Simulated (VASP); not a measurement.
Rb2CoO2, 5 atoms in the cell. Symmetry: I4/mmm, No. 139, tetragonal system. The conventional cell has a = 4.229 Å, b = 4.229 Å, c = 13.346 Å, α = 90.00°, β = 90.00°, γ = 90.00°. Within 4.3 Å of Rb (site symmetry 4mm) lie 5 O at 2.91 to 3.01 Å and 4 Co at 3.64 Å and 9 Rb at 3.92 to 4.23 Å. Within 2.3 Å of O (site symmetry 4mm) lie 1 Co at 1.70 Å. Within 2.3 Å of Co (site symmetry 4/mmm) lie 2 O at 1.70 Å. 

- Program: VASP 6.6.1
- Task: single point
- Functional: PBE
- Potentials or basis: VASP PAW PBE potentials, release 64 (Rb_sv, O, Co)
- Cutoff: 600 eV
- k mesh: 8 × 8 × 8
- Occupations: fermi-dirac, width 0.1 eV
- Spin: no spin polarisation
- Dipole correction: no
- Further INCAR settings: ALGO = Normal; EDIFF = 1e-06; NBANDS = 28

Potentials or basis: VASP PAW PBE potentials, release 64 (Rb_sv, O, Co).

Command:

```console
$ cat potpaw_PBE.64/Rb_sv/POTCAR potpaw_PBE.64/O/POTCAR potpaw_PBE.64/Co/POTCAR > POTCAR
$ mpirun -np 1 vasp_std > vasp.out
```

Hardware: 1 thread of Intel(R) Xeon(R) Platinum 8488C (Sapphire Rapids) (shared host).

Problem. Estimate the wall time of this run.

Solution. It took 3.3 min on 1 thread of Intel(R) Xeon(R) Platinum 8488C (Sapphire Rapids), on a shared host, peak memory 0.4 GiB. Counts: scf iterations 17, k points 59.
